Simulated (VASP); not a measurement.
# CuO (Cccm) in VASP: settings compared

The runs below take CuO through single point, with RPBE, PBEsol.

Program: VASP 6.6.1. These are calculated values, not measurements. Logs are shortened: lines on timing, memory, paths and dates and some standing lists are left out, and cuts for length are marked.

## (1) The cell of the first run

Symmetry: Cccm, No. 66, orthorhombic system. Conventional cell: a = 4.060 Å, b = 4.392 Å, c = 5.257 Å, α = 90.00°, β = 90.00°, γ = 90.00°. Cu (site symmetry 2/m) has 4 O at 1.99 Å within 2.6 Å. Within 2.7 Å of O (site symmetry 222) lie 4 Cu at 1.99 Å and 2 O at 2.63 Å.

## (2) Single point, RPBE

Contents of INCAR:

```
PREC = Accurate ; ENCUT = 520
EDIFF = 1E-6 ; ISMEAR = -1
SIGMA = 0.05 ; LREAL = False
LASPH = True ; NELM = 60
ALGO = Normal ; ISIF = 2
LWAVE = False ; LCHARG = False
GGA = RP ; NBANDS = 25
```

Contents of KPOINTS:

```
Automatic mesh
0
Gamma
  9 9 5
```

Contents of POSCAR:

```
CuO
1.0
    2.0300165018     -2.1957871937      0.0000000000
    2.0300165018      2.1957871937      0.0000000000
    0.0000000000      0.0000000000      5.2570503003
Cu O
2 2
Direct
    0.5000000000      0.0000000000      0.0000000000
    0.0000000000      0.5000000000      0.5000000000
    0.5000000000      0.5000000000      0.2500000000
    0.5000000000      0.5000000000      0.7500000000
```

Potentials or basis: VASP PAW PBE potentials, release 64 (Cu, O).

Started as:

```sh
cat potpaw_PBE.64/Cu/POTCAR potpaw_PBE.64/O/POTCAR > POTCAR
mpirun -np 1 vasp_std > vasp.out
```

OUTCAR:

```text
PREC = Accurate
   ENCUT = 520
   EDIFF = 1E-6
   ISMEAR = -1
   LREAL = False
   LASPH = True
   NELM = 60
   ISIF = 2
   GGA = RP

 ion  position               nearest neighbor table
   1  0.500  0.000  0.000-   3 1.99   4 1.99   3 1.99   4 1.99
   2  0.000  0.500  0.500-   3 1.99   4 1.99   3 1.99   4 1.99
   3  0.500  0.500  0.250-   1 1.99   2 1.99   1 1.99   2 1.99
   4  0.500  0.500  0.750-   1 1.99   2 1.99   1 1.99   2 1.99

  LATTYP: Found a base centered orthorhombic cell.
 ALAT       =     4.0600330036
 B/A-ratio  =     1.0816597756
 C/A-ratio  =     1.2948294498

  Lattice vectors:

 A1 = (   2.0300165018,  -2.1957871937,   0.0000000000)
 A2 = (   2.0300165018,   2.1957871937,   0.0000000000)
 A3 = (   0.0000000000,   0.0000000000,   5.2570503003)

Analysis of symmetry for initial positions (statically):
=====================================================================
 Subroutine PRICEL returns:
 Original cell was already a primitive cell.

 Routine SETGRP: Setting up the symmetry group for a
 base centered orthorhombic supercell.

 Subroutine GETGRP returns: Found  8 space group operations
 (whereof  4 operations were pure point group operations)
 out of a pool of  8 trial point group operations.

The static configuration has the point symmetry C_2h.
 The point group associated with its full space group is D_2h.

Analysis of symmetry for dynamics (positions and initial velocities):
=====================================================================
 Subroutine PRICEL returns:
 Original cell was already a primitive cell.

 Routine SETGRP: Setting up the symmetry group for a
 base centered orthorhombic supercell.

 Subroutine GETGRP returns: Found  8 space group operations
 (whereof  4 operations were pure point group operations)
 out of a pool of  8 trial point group operations.

The dynamic configuration has the point symmetry C_2h.
 The point group associated with its full space group is D_2h.

 Subroutine INISYM returns: Found  8 space group operations
 (whereof  4 operations are pure point group operations),
 and found     1 'primitive' translations

----------------------------------------------------------------------------------------

                                     Primitive cell

  volume of cell :      46.8664

  direct lattice vectors                    reciprocal lattice vectors
     2.030016502 -2.195787194  0.000000000     0.246303417 -0.227708770  0.000000000
     2.030016502  2.195787194  0.000000000     0.246303417  0.227708770  0.000000000
     0.000000000  0.000000000  5.257050300     0.000000000  0.000000000  0.190220740

  length of vectors
     2.990392683  2.990392683  5.257050300     0.335435026  0.335435026  0.190220740

  position of ions in fractional coordinates (direct lattice)
     0.500000000  0.000000000  0.000000000
     0.000000000  0.500000000  0.500000000
     0.500000000  0.500000000  0.250000000
     0.500000000  0.500000000  0.750000000

  ion indices of the primitive-cell ions
   primitive index   ion index
                 1           1
                 2           2
                 3           3
                 4           4

----------------------------------------------------------------------------------------

 KPOINTS: Automatic mesh

Automatic generation of k-mesh.
 Grid dimensions read from file:
 generate k-points for:    9    9    5

 Generating k-lattice:

  Cartesian coordinates                     Fractional coordinates (reciprocal lattice)
     0.027367046 -0.025300974  0.000000000     0.111111111 -0.000000000  0.000000000
     0.027367046  0.025300974  0.000000000    -0.000000000  0.111111111  0.000000000
     0.000000000  0.000000000  0.038044148     0.000000000  0.000000000  0.200000000

  Length of vectors
     0.037270558  0.037270558  0.038044148

  Shift w.r.t. Gamma in fractional coordinates (k-lattice)
     0.000000000  0.000000000  0.000000000

 Subroutine IBZKPT returns following result:
 ===========================================

 Found     75 irreducible k-points:

 Following reciprocal coordinates:
            Coordinates               Weight
  0.000000  0.000000  0.000000      1.000000
  0.111111 -0.000000  0.000000      4.000000
  0.222222 -0.000000  0.000000      4.000000
  0.333333  0.000000  0.000000      4.000000
  0.444444 -0.000000  0.000000      4.000000
  0.111111  0.111111  0.000000      2.000000
[... 16 lines left out ...]
 -0.333333  0.333333  0.000000      2.000000
  0.444444  0.444444  0.000000      2.000000
 [... further k-points ...]
   k-points           NKPTS =     75   k-points in BZ     NKDIM =     75   number of bands    NBANDS=     25
   number of dos      NEDOS =    301   number of ions     NIONS =      4
   total plane-waves  NPLWV =  23040
   dimension x,y,z NGX =    24 NGY =   24 NGZ =   40
   dimension x,y,z NGXF=    48 NGYF=   48 NGZF=   80
   ions per type =               2   2
   NGX,Y,Z   is equivalent  to a cutoff of  13.34, 13.34, 12.65 a.u.
   NGXF,Y,Z  is equivalent  to a cutoff of  26.68, 26.68, 25.30 a.u.
 SYSTEM =  unknown system
   PREC   = accura    normal or accurate (medium, high low for compatibility)
   ISTART =      0    job   : 0-new  1-cont  2-samecut
   ICHARG =      2    charge: 1-file 2-atom 10-const
   ISPIN  =      1    spin polarized calculation?
   LNONCOLLINEAR =      F non collinear calculations
   LSORBIT =      F    spin-orbit coupling
   LASPH  =      T    aspherical Exc in radial PAW
   ENCUT  =  520.0 eV  38.22 Ry    6.18 a.u.   5.56  5.56  9.77*2*pi/ulx,y,z
   NELM   =     60;   NELMIN=  2; NELMDL= -5     # of ELM steps
   EDIFF  = 0.1E-05   stopping-criterion for ELM
   LREAL  =      F    real-space projection
   EDIFFG = 0.1E-04   stopping-criterion for IOM
   NSW    =      0    number of steps for IOM
   IBRION =     -1    ionic relax: 0-MD 1-quasi-New 2-CG
   NFREE  =      0    steps in history (QN), initial steepest desc. (CG)
   ISIF   =      2    stress and relaxation
   ISYM   =      2    0-nonsym 1-usesym 2-fastsym
   POTIM  = 0.5000    time-step for ionic-motion
   TEBEG  =    0.0;   TEEND  =   0.0 temperature during run
   PSTRESS=    0.0 pullay stress
   NELECT =      34.0000    total number of electrons
   NUPDOWN=      -1.0000    fix difference up-down
   EMIN   =  10.00;   EMAX   =-10.00  energy-range for DOS
   EFERMI =   0.00;   METHOD = LEGACY
   ISMEAR =    -1;   SIGMA  =   0.05  broadening in eV -4-tet -1-fermi 0-gaus
   EFERMI_NEDOS =   21; number of points for ismear=-14 and -15
   IALGO  =     38    algorithm
   IMIX   =      4    mixing-type and parameters
     AMIX     =   0.40;   BMIX     =  1.00
     AMIX_MAG =   1.60;   BMIX_MAG =  1.00
  volume/ion in A,a.u.               =      11.72        79.07
  Fermi-wavevector in a.u.,A,eV,Ry     =   1.471004  2.779794 29.441000  2.163852
  Thomas-Fermi vector in A             =   2.586192
   LORBIT       =      0    0 simple, 1 ext, 2 COOP (PROOUT), +10 PAW based schemes
   GGA     = RP    functional components
   LHFCALC =     F    Hartree Fock is set to
   AEXX    =    0.0000 exact exchange contribution
   IVDW    =     0    specifies the selected vdW correction
   LEPSILON=     F    determine dielectric tensor
   LRPA    =     F    only Hartree local field effects (RPA)
 non-spin polarized calculation
  energy-cutoff  :      520.00
  volume of cell :       46.87
 maximum number of plane-waves:      1280
   NGX = 11   NGY = 11   NGZ = 19

 number of electron      34.0000029 magnetization

 Free energy of the ion-electron system (eV)
  ---------------------------------------------------
  ext. energy  EPLUGINS =         0.00000000
  ---------------------------------------------------
  free energy    TOTEN  =       -18.04259361 eV

  energy without entropy =      -18.02251469  energy(sigma->0) =      -18.03255415

 E-fermi :   4.3520     XC(G=0): -10.7758

 val. band max:        4.3496719353   @ k =   0.2222   0.1111   0.0000
 cond. band min:       4.3585875656   @ k =   0.1111   0.1111   0.4000
 fundamental gap:      0.0089156303
 Fermi energy:         4.3519828372

 k-point     1 :       0.0000    0.0000    0.0000
  band No.  band energies     occupation
      1     -14.9976      2.00000
      2     -13.8661      2.00000
      3      -3.1249      2.00000
      4      -0.6876      2.00000
      5      -0.5386      2.00000
      6       0.9976      2.00000
[... 17 lines left out ...]
     24      18.7075      0.00000
     25      19.0458      0.00000

 k-point     2 :       0.1111   -0.0000    0.0000
  band No.  band energies     occupation
      1     -14.9418      2.00000
      2     -13.8481      2.00000
      3      -3.0189      2.00000
      4      -0.7082      2.00000
      5      -0.5435      2.00000
      6       0.3748      2.00000
[... 17 lines left out ...]
     24      18.8741      0.00000
     25      19.0742      0.00000

 k-point     3 :       0.2222   -0.0000    0.0000
  band No.  band energies     occupation
      1     -14.7959      2.00000
      2     -13.8016      2.00000
      3      -2.7374      2.00000
      4      -0.7782      2.00000
      5      -0.6500      2.00000
      6      -0.4964      2.00000
[... 17 lines left out ...]
     24      18.8582      0.00000
     25      19.1428      0.00000

 k-point     4 :       0.3333    0.0000    0.0000
  band No.  band energies     occupation
      1     -14.6213      2.00000
      2     -13.7481      2.00000
      3      -2.3909      2.00000
      4      -1.5495      2.00000
      5      -0.8026      2.00000
      6      -0.4174      2.00000
[... 17 lines left out ...]
     24      17.9851      0.00000
     25      18.9659      0.00000
[... 477 lines left out ...]
 k-point    22 :      -0.4444    0.3333    0.0000
  band No.  band energies     occupation
      1     -14.1739      2.00000
      2     -13.6289      2.00000
      3      -1.7855      2.00000
      4      -1.3384      2.00000
      5      -1.1459      2.00000
      6      -0.5484      2.00000
[... 17 lines left out ...]
     24      15.8529      0.00000
     25      17.1893      0.00000

 k-point    23 :      -0.3333    0.3333    0.0000
  band No.  band energies     occupation
      1     -14.2871      2.00000
      2     -13.6592      2.00000
      3      -1.6222      2.00000
      4      -1.4352      2.00000
      5      -1.0640      2.00000
      6      -0.5981      2.00000
[... 17 lines left out ...]
     24      16.2224      0.00000
     25      17.5345      0.00000

 k-point    24 :       0.4444    0.4444    0.0000
  band No.  band energies     occupation
      1     -14.0648      2.00000
      2     -13.6014      2.00000
      3      -1.8197      2.00000
      4      -1.5298      2.00000
      5      -0.9987      2.00000
      6      -0.5003      2.00000
[... 17 lines left out ...]
     24      15.5568      0.00000
     25      16.1412      0.00000

 [... further k-points ...]
[... 5 lines left out ...]
  --------------------------------------------------------------------------------------
  -------------------------------------------------------------------------------------
  Total        0.0013906     -0.3648569     -0.7632217     -0.0000000      0.0000000      0.0000000
  in kB        0.0475399    -12.4730076    -26.0915167     -0.0000000      0.0000000      0.0000000
  external PRESSURE =     -12.8389948 kB  Pullay stress =       0.0000000 kB

 VOLUME and BASIS-vectors are now :
 -----------------------------------------------------------------------------
  energy-cutoff  :      520.00
  volume of cell :       46.87
      direct lattice vectors                 reciprocal lattice vectors
     2.030016502 -2.195787194  0.000000000     0.246303417 -0.227708770  0.000000000
     2.030016502  2.195787194  0.000000000     0.246303417  0.227708770  0.000000000
     0.000000000  0.000000000  5.257050300     0.000000000  0.000000000  0.190220740

 POSITION                                       TOTAL-FORCE (eV/Angst)
 -----------------------------------------------------------------------------------
      1.01501     -1.09789      0.00000        -0.000000     -0.000000      0.000000
      1.01501      1.09789      2.62853         0.000000     -0.000000      0.000000
      2.03002      0.00000      1.31426         0.000000     -0.000000      0.000000
      2.03002      0.00000      3.94279         0.000000      0.000000      0.000000
 -----------------------------------------------------------------------------------
    total drift:                                0.000000     -0.000000     -0.000000

  FREE ENERGIE OF THE ION-ELECTRON SYSTEM (eV)
  ---------------------------------------------------
  free  energy   TOTEN  =       -18.0425936143 eV

  energy  without entropy=      -18.0225146866  energy(sigma->0) =      -18.03255415
```

Wall time 66 s (1 thread of Intel Xeon Platinum 8488C (Sapphire Rapids), shared host); peak memory 0.21 GiB.

What came out:

* Free energy: -18.0426 eV
* Pressure: -1.3 GPa
* Band gap on the k mesh: zero (bands 17 and 18 overlap by 0.80 eV)

Stress tensor (GPa, compression positive):
```
 0.00  0.00  0.00
 0.00 -1.25  0.00
 0.00  0.00 -2.61
```

Caveat: the PAW data sets were made with another functional, which shifts forces and pressure a little; semilocal functionals often make such compounds metallic where correlation or magnetic order opens a gap, which also shifts bond lengths.

[end of part 1 of 2]
